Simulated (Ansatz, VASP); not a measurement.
## One calculation of Au, two programs

INCAR

```
PREC = Accurate
ENCUT = 520
EDIFF = 1E-6
ISMEAR = -1
SIGMA = 0.03
LREAL = F
LASPH = T
NELM = 100
ALGO = Normal
ISIF = 2
LWAVE = F
LCHARG = T
GGA = PE
LELF = T
LVHAR = T
NBANDS = 12
```

Contents of KPOINTS:

```
Automatic mesh
0
Gamma
  18 18 18
```

POSCAR

```
Au
1.0
    0.0000000000      2.0367013513      2.0782666850
    2.0367013513      0.0000000000      2.0782666850
    2.0367013513      2.0367013513      0.0000000000
Au
1
Direct
    0.0000000000      0.0000000000      0.0000000000
```

Input for Ansatz:

```yaml
crystal:
  lattice:
    - [0.0, 2.0367013513, 2.078266685]
    - [2.0367013513, 0.0, 2.078266685]
    - [2.0367013513, 2.0367013513, 0.0]
  atoms:
    - { symbol: Au, position: [0.0, 0.0, 0.0] }
kpoints:
  mp_grid: { grid: [18, 18, 18] }
scf:
  occupations: { method: fermi_dirac, width: 0.03 }
  lower_state_search: standard
  mixing: { algorithm: msr1, beta: 0.9, ndim: 4 }
hamiltonian:
  xc: pbe
  pseudopotentials: { kind: all_electron, lapw: { basis_error: 0.001 } }
output:
  forces: true
  stress: true
  eigenvalues: true
```

Alike in both runs: task single point; functional PBE; k mesh 18 × 18 × 18; occupations fermi-dirac, width 0.03 eV; no spin polarisation.

|  | VASP | Ansatz |
| --- | --- | --- |
| version | VASP 6.6.1 | Ansatz 0.2.0 |
| potentials or method | VASP PAW PBE potentials, release 64 (Au), cutoff 520 eV | all-electron LAPW, scalar-relativistic |

```csv
,VASP,Ansatz,Ansatz less VASP
gap on the k mesh at the Fermi level (eV),none,none,-
pressure (GPa),6.3,6.6,+0.27
"traceless stress, the component that is largest in VASP (GPa)",-0.40,-0.40,+0.008
```

A gap of «none» marks a metal or a gap that the smearing closes. Ansatz ran all-electron here, and VASP with PAW potentials.

Spin-orbit coupling is off throughout.
